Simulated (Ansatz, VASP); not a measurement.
# Sc: VASP beside Ansatz

Contents of INCAR:

```
SYSTEM = Sc
ALGO = Fast ; EDIFF = 1E-6
ENCUT = 520 ; GGA = RP
ISIF = 2 ; ISMEAR = 0
LASPH = .True. ; LCHARG = .False.
LREAL = .False. ; LWAVE = .False.
NBANDS = 12 ; NELM = 60
PREC = Accurate ; SIGMA = 0.05
```

KPOINTS

```
k-points
0
Gamma
  10 10 10
  0 0 0
```

Contents of POSCAR:

```
Sc
1.0
    3.2019616822      0.0000000000      0.0000000000
    1.5021078373      2.8441406042      0.0000000000
    1.5489936237      0.9264468030      2.6741812389
Sc
1
Direct
    0.0000000000      0.0000000000      0.0000000000
```

Contents of input.yaml:

```yaml
crystal:
  lattice:
    - [3.2019616822, 0.0, 0.0]
    - [1.5021078373, 2.8441406042, 0.0]
    - [1.5489936237, 0.926446803, 2.6741812389]
  atoms:
    - { symbol: Sc, position: [0.0, 0.0, 0.0] }
kpoints:
  mp_grid: { grid: [10, 10, 10] }
scf:
  occupations: { method: gaussian, width: 0.05 }
hamiltonian:
  xc: rpbe
  pseudopotentials: { kind: all_electron, lapw: { basis_error: 0.001 } }
output:
  forces: true
  stress: true
  eigenvalues: true
```

Alike in both runs: task single point; functional RPBE; k mesh 10 × 10 × 10; occupations gaussian, width 0.05 eV; no spin polarisation.

|  | VASP | Ansatz |
| --- | --- | --- |
| version | VASP 6.6.1 | Ansatz 0.2.0 |
| potentials or method | VASP PAW PBE potentials, release 64 (Sc_sv), cutoff 520 eV | all-electron LAPW, scalar-relativistic |

Ansatz gave:

```
gap on the k mesh at the Fermi level (eV)                     : none
pressure (GPa)                                                : 2.8
traceless stress, the component that is largest in VASP (GPa) : 1.05
```

Q: Which values does VASP return?

A: gap on the k mesh at the Fermi level (eV): none; pressure (GPa): 2.8; traceless stress, the component that is largest in VASP (GPa): 1.06.

VASP's potentials were made for PBE, not for RPBE. A gap of «none» marks a metal or a gap that the smearing closes. Ansatz ran all-electron here, and VASP with PAW potentials.
